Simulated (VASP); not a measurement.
Runs of VASP 6.6.1 on Rh. The structure is that of space group P6_3/mmc (No. 194), or close to it. The cells are those of the table. This isn't the form of Rh at room conditions, which is fcc.

```tsv
fixed moment (μB)	cell	pressure (GPa)	moment (μB)
2.0	a = 2.723, b = 2.723, c = 4.384 Å, angles 90.0, 90.0, 120.0°, 2 atoms	-9.1	2.00
0.75	a = 2.723, b = 2.723, c = 4.384 Å, angles 90.0, 90.0, 120.0°, 2 atoms	-14.2	0.75
0.5	a = 2.559, b = 2.559, c = 4.120 Å, angles 90.0, 90.0, 120.0°, 2 atoms	(a)	0.50
1.25	a = 2.773, b = 2.773, c = 4.465 Å, angles 90.0, 90.0, 120.0°, 2 atoms	(b)	1.25
1.0	a = 2.773, b = 2.773, c = 4.465 Å, angles 90.0, 90.0, 120.0°, 2 atoms	-24.7	1.00
```

Alike in all rows: task single point; level LDA; potentials or basis VASP PAW LDA potentials, release 64 (Rh_pv); spin collinear, ferromagnetic start; k mesh 21 × 21 × 12; cutoff (eV) 520; smearing gaussian 0.15 eV.

Q: Estimate the missing entries.

A: (a) 57.6; (b) -24.0.

Caveats: the total moment is fixed, so each spin has its own Fermi level; the cell stands under tension (at least some runs); the cell stands under pressure (at least some runs).
